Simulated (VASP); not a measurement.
Wanted: the native input for a VASP 6.6.1 run.

```yaml
Task: single point
Functional: PBEsol
Potentials_or_basis: VASP PAW PBE potentials, release 64 (Ti_sv, B)
Cutoff: 520 eV
k_mesh: 10 × 10 × 9
Occupations: methfessel-paxton, width 0.1 eV
Spin: no spin polarisation
Dipole_correction: no
Further_INCAR_settings: ALGO = Normal; EDIFF = 1e-06; NBANDS = 16
```

The structure of TiB2 lies in POSCAR:

```
TiB2
1.0
    3.0292000000      0.0000000000      0.0000000000
   -1.5146000000      2.6233641500      0.0000000000
    0.0000000000      0.0000000000      3.2284000000
Ti B
1 2
Direct
    0.0000000000      0.0000000000      0.0000000000
    0.3333333333      0.6666666667      0.5000000000
    0.6666666667      0.3333333333      0.5000000000
```

These files were run (other wordings do the same):

INCAR

```
SYSTEM = TiB2
PREC = Accurate
ENCUT = 520
EDIFF = 1E-6
ISMEAR = 1
SIGMA = 0.1
LREAL = .FALSE.
LASPH = .TRUE.
NELM = 80
ALGO = Normal
ISIF = 2
LWAVE = .FALSE.
LCHARG = .FALSE.
GGA = PS
NBANDS = 16
```

KPOINTS

```
Automatic mesh
0
G
  10 10 9
  0 0 0
```

Potentials or basis: VASP PAW PBE potentials, release 64 (Ti_sv, B).

The run is started by

```console
$ cat potpaw_PBE.64/Ti_sv/POTCAR potpaw_PBE.64/B/POTCAR > POTCAR
$ mpirun -np 1 vasp_std > vasp.out
```

Results of the run:

```yaml
Pressure: -4.7 GPa
Band_gap_on_the_k_mesh: zero (band 9 reaches 10.09 eV, above the bottom of band 10 at 9.73 eV)
```

Caveat: the PAW data sets were made with another functional, which shifts forces and pressure a little.

It took 19 s on 1 thread of Intel Xeon 6975P-C (shared host), peak memory 0.15 GiB.
